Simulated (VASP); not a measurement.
Set up this calculation in VASP 6.6.1, as the native input.

| Property | Result |
| --- | --- |
| Task | single point |
| Functional | PBEsol |
| Potentials or basis | VASP PAW PBE potentials, release 64 (Al, N) |
| Cutoff | 520 eV |
| k mesh | 9 × 9 × 6 |
| Occupations | gaussian, width 0.05 eV |
| Spin | no spin polarisation |
| Dipole correction | no |
| Further INCAR settings | ALGO = Normal; EDIFF = 1e-06; NBANDS = 16 |

The structure of AlN lies in POSCAR:

```
AlN
1.0
    3.1110021516      0.0000000000      0.0000000000
   -1.5555010758      2.6942068945      0.1010327585
    0.0000000000      0.1866750000      4.9780000000
Al N
2 2
Direct
    0.3333333333      0.6666666667      0.0000000000
    0.6666666667      0.3333333333      0.5000000000
    0.3333333333      0.6666666667      0.3850000000
    0.6666666667      0.3333333333      0.8850000000
```

This cell differs from its parent crystal: strain +0.0750 x Voigt [0, 0, 0, 1, 0, 0].

These files were run (other wordings do the same):

INCAR

```
PREC = Accurate ; ENCUT = 520
EDIFF = 1E-6 ; ISMEAR = 0
SIGMA = 0.05 ; LREAL = F
LASPH = T ; NELM = 100
ALGO = Normal ; ISIF = 2
LWAVE = F ; LCHARG = F
GGA = PS ; NBANDS = 16
```

KPOINTS

```
regular mesh
0
Gamma
  9 9 6
```

Potentials or basis: VASP PAW PBE potentials, release 64 (Al, N).

The run is started by

```console
$ cat potpaw_PBE.64/Al/POTCAR potpaw_PBE.64/N/POTCAR > POTCAR
$ mpirun -np 1 vasp_std > vasp.out
```

Results of the run:

| Property | Result |
| --- | --- |
| Pressure | 0.9 GPa |
| Largest force | 0.551 eV/Å |
| Band gap on the k mesh | 3.92 eV |

Caveat: the cell differs from its parent crystal (strain +0.0750 x Voigt [0, 0, 0, 1, 0, 0]); the PAW data sets were made with another functional, which shifts forces and pressure a little.

Run time: 42 s on 1 thread of Intel(R) Xeon(R) Platinum 8488C (Sapphire Rapids) (shared host), peak memory 0.2 GiB.
